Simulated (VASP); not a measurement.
# BN (P6_3/mmc) in VASP: notebook, part 2 of 2

VASP 6.6.1. The steps go on from the part before.

**4. Single point, RPBE+D4**

This run uses another cell than the first one, of 8.39 Å³/atom.

INCAR

```
  ALGO = Normal
  EDIFF = 1E-6
  ENCUT = 520
  GGA = RP
  ISIF = 2
  ISMEAR = -1
  IVDW = 13
  LASPH = True
  LCHARG = False
  LREAL = False
  LWAVE = False
  NBANDS = 16
  NELM = 80
  PREC = Accurate
  SIGMA = 0.05
```

KPOINTS

```
k-points
0
Gamma
  12 12 4
```

POSCAR

```
BN
1.0
    2.5096308411      0.0000000000      0.0000000000
   -1.2548154205      2.1734040625      0.0000000000
    0.0000000000      0.0000000000      6.1526388338
N B
2 2
Direct
    0.6666666667      0.3333333333      0.2500000000
    0.3333333333      0.6666666667      0.7500000000
    0.6666666667      0.3333333333      0.7500000000
    0.3333333333      0.6666666667      0.2500000000
```

Run with:

```
cat potpaw_PBE.64/N/POTCAR potpaw_PBE.64/B/POTCAR > POTCAR
mpirun -np 1 vasp_std > vasp.out
```

Run time: 28 s. Hardware: 1 thread of Intel Xeon 8259CL, shared host; peak memory 0.16 GiB.

Results (log left out):

```yaml
Free_energy: -35.1827 eV
Pressure: 0.1 GPa
Band_gap_on_the_k_mesh: 4.21 eV (least direct gap 4.52 eV)
Dispersion_energy_per_atom: -0.402 eV
```

Stress tensor (GPa, compression positive):
```
 0.19  0.00  0.00
 0.00  0.19  0.00
 0.00  0.00 -0.19
```

Levels at points of the mesh, in eV from the valence-band top:
| k point | band 6 | band 7 | band 8 | band 9 | band 10 | band 11 |
| --- | --- | --- | --- | --- | --- | --- |
| (0.00, 0.00, 0.00) | -1.40 | -1.33 | -1.33 | 5.95 | 11.24 | 11.41 |
| (0.50, 0.00, 0.00) | -4.09 | -1.77 | -0.31 | 4.21 | 6.01 | 9.54 |
| (0.00, 0.00, 0.50) | -1.37 | -1.37 | -1.37 | 8.67 | 8.67 | 11.52 |
| (0.50, 0.00, 0.50) | -4.15 | -0.98 | -0.98 | 4.73 | 4.73 | 9.85 |

Caveat: the PAW data sets were made with another functional, which shifts forces and pressure a little.

**5. Single point, BLYP+D4**

This run uses another cell than the first one, of 8.43 Å³/atom.

INCAR

```
SYSTEM = BN
PREC = Accurate
ENCUT = 520
EDIFF = 1E-6
ISMEAR = -1
SIGMA = 0.05
LREAL = .FALSE.
LASPH = .TRUE.
NELM = 100
ALGO = Normal
ISIF = 2
LWAVE = .FALSE.
LCHARG = .TRUE.
GGA = B5
ALDAX = 1.0
AGGAX = 1.0
AGGAC = 1.0
ALDAC = 0.0
IVDW = 13
LELF = .TRUE.
LVHAR = .TRUE.
VDW_S6 = 1.0
VDW_S8 = 2.34076671
VDW_A1 = 0.44488865
VDW_A2 = 4.0933009
NBANDS = 16
```

KPOINTS

```
regular mesh
0
G
  12 12 4
  0 0 0
```

POSCAR

```
BN
1.0
    2.4472412002      0.0000000000      0.0000000000
   -1.2236206001      2.1193730486      0.0000000000
    0.0000000000      0.0000000000      6.5002395416
N B
2 2
Direct
    0.6666666667      0.3333333333      0.2500000000
    0.3333333333      0.6666666667      0.7500000000
    0.6666666667      0.3333333333      0.7500000000
    0.3333333333      0.6666666667      0.2500000000
```

Run with:

```
cat potpaw_PBE.64/N/POTCAR potpaw_PBE.64/B/POTCAR > POTCAR
mpirun -np 1 vasp_std > vasp.out
```

Wall time 46 s (1 thread of Intel Xeon 8259CL, shared host); peak memory 0.15 GiB.

It converged, with:

```yaml
Free_energy: -34.7029 eV
Pressure: 18.8 GPa
Band_gap_on_the_k_mesh: 4.44 eV (least direct gap 4.87 eV)
Dispersion_energy_per_atom: -0.321 eV
```

Stress tensor (GPa, compression positive):
```
29.05  0.00  0.00
 0.00 29.05  0.00
 0.00  0.00 -1.66
```

Levels at points of the mesh, in eV from the valence-band top:
| k point | band 4 | band 5 | band 6 | band 7 | band 8 | band 9 | band 10 | band 11 | band 12 | band 13 |
| --- | --- | --- | --- | --- | --- | --- | --- | --- | --- | --- |
| (0.00, 0.00, 0.00) | -4.31 | -1.35 | -1.35 | -1.31 | -1.31 | 5.46 | 10.85 | 12.20 | 12.20 | 12.34 |
| (0.50, 0.00, 0.00) | -9.05 | -4.30 | -4.23 | -1.54 | -0.44 | 4.44 | 5.94 | 10.32 | 10.89 | 13.15 |
| (0.00, 0.00, 0.50) | -5.59 | -1.33 | -1.33 | -1.33 | -1.33 | 8.01 | 8.01 | 12.27 | 12.27 | 12.27 |
| (0.50, 0.00, 0.50) | -9.09 | -4.26 | -4.26 | -0.97 | -0.97 | 4.94 | 4.94 | 10.83 | 10.83 | 14.15 |

Caveat: the cell stands under pressure; the PAW data sets were made with another functional, which shifts forces and pressure a little. A hybrid or GW would open this gap; BLYP tends to underestimate it.

**6. Single point, BLYP+D4**

This run uses another cell than the first one, of 8.61 Å³/atom.

INCAR

```
SYSTEM = BN
AGGAC = 1.0
AGGAX = 1.0
ALDAC = 0.0
ALDAX = 1.0
ALGO = Normal
EDIFF = 1E-6
ENCUT = 520
GGA = B5
ISIF = 2
ISMEAR = -1
IVDW = 13
LASPH = .TRUE.
LCHARG = .TRUE.
LELF = .TRUE.
LREAL = .FALSE.
LVHAR = .TRUE.
LWAVE = .FALSE.
NBANDS = 16
NELM = 80
PREC = Accurate
SIGMA = 0.05
VDW_A1 = 0.44488865
VDW_A2 = 4.0933009
VDW_S6 = 1.0
VDW_S8 = 2.34076671
```

KPOINTS

```
k-points
0
G
  12 12 4
  0 0 0
```

POSCAR

```
BN
1.0
    2.4644758610      0.0000000000      0.0000000000
   -1.2322379305      2.1342987027      0.0000000000
    0.0000000000      0.0000000000      6.5460173847
N B
2 2
Direct
    0.6666666667      0.3333333333      0.2500000000
    0.3333333333      0.6666666667      0.7500000000
    0.6666666667      0.3333333333      0.7500000000
    0.3333333333      0.6666666667      0.2500000000
```

Potentials or basis: VASP PAW PBE potentials, release 64 (N, B).

Run with:

```
cat potpaw_PBE.64/N/POTCAR potpaw_PBE.64/B/POTCAR > POTCAR
mpirun -np 1 vasp_std > vasp.out
```

Wall time 57 s (1 thread of Intel Xeon 8259CL, shared host); peak memory 0.15 GiB.

The run converged. Its results:

```
Free energy                : -34.7739 eV
Pressure                   : 12.7 GPa
Band gap on the k mesh     : 4.41 eV (least direct gap 4.82 eV)
Dispersion energy per atom : -0.315 eV
```

Stress tensor (GPa, compression positive):
```
19.93  0.00  0.00
 0.00 19.93  0.00
 0.00  0.00 -1.81
```

Levels at points of the mesh, in eV from the valence-band top:
| k point | band 4 | band 5 | band 6 | band 7 | band 8 | band 9 | band 10 | band 11 | band 12 | band 13 |
| --- | --- | --- | --- | --- | --- | --- | --- | --- | --- | --- |
| (0.00, 0.00, 0.00) | -4.23 | -1.38 | -1.38 | -1.34 | -1.34 | 5.41 | 10.69 | 12.02 | 12.02 | 12.15 |
| (0.50, 0.00, 0.00) | -8.96 | -4.27 | -4.20 | -1.50 | -0.44 | 4.41 | 5.86 | 10.12 | 10.65 | 13.04 |
| (0.00, 0.00, 0.50) | -5.47 | -1.36 | -1.36 | -1.36 | -1.36 | 7.91 | 7.91 | 12.09 | 12.09 | 12.09 |
| (0.50, 0.00, 0.50) | -9.00 | -4.23 | -4.23 | -0.95 | -0.95 | 4.90 | 4.90 | 10.60 | 10.60 | 13.99 |

Caveat: the cell stands under pressure; the PAW data sets were made with another functional, which shifts forces and pressure a little.

**7. Overview**

```tsv
task	level	cell	cutoff (eV)	gap on the mesh (eV)	pressure (GPa)	relaxed volume (Å³/atom)
relaxation of cell and atoms	PBEsol+D3(BJ)	relaxed from a = 2.498, b = 2.498, c = 6.636 Å, angles 90.0, 90.0, 120.0°, 4 atoms	600	4.07	0.0	8.61
relaxation of cell and atoms	RPBE+D4	relaxed from a = 2.498, b = 2.498, c = 6.636 Å, angles 90.0, 90.0, 120.0°, 4 atoms	600	4.20	0.0	8.34
single point	RPBE+D4	a = 2.510, b = 2.510, c = 6.153 Å, angles 90.0, 90.0, 120.0°, 4 atoms	520	4.21	0.1	-
single point	BLYP+D4	a = 2.447, b = 2.447, c = 6.500 Å, angles 90.0, 90.0, 120.0°, 4 atoms	520	4.44	18.8	-
single point	BLYP+D4	a = 2.464, b = 2.464, c = 6.546 Å, angles 90.0, 90.0, 120.0°, 4 atoms	520	4.41	12.7	-
```

Alike in all rows: potentials or basis VASP PAW PBE potentials, release 64 (N, B); no spin polarisation; k mesh 12 × 12 × 4; smearing fermi-dirac 0.05 eV.

Caveats: the PAW data sets were made with another functional, which shifts forces and pressure a little; the cell stands under pressure (at least some runs).

Absolute energies hang on the potentials; compare differences alone.
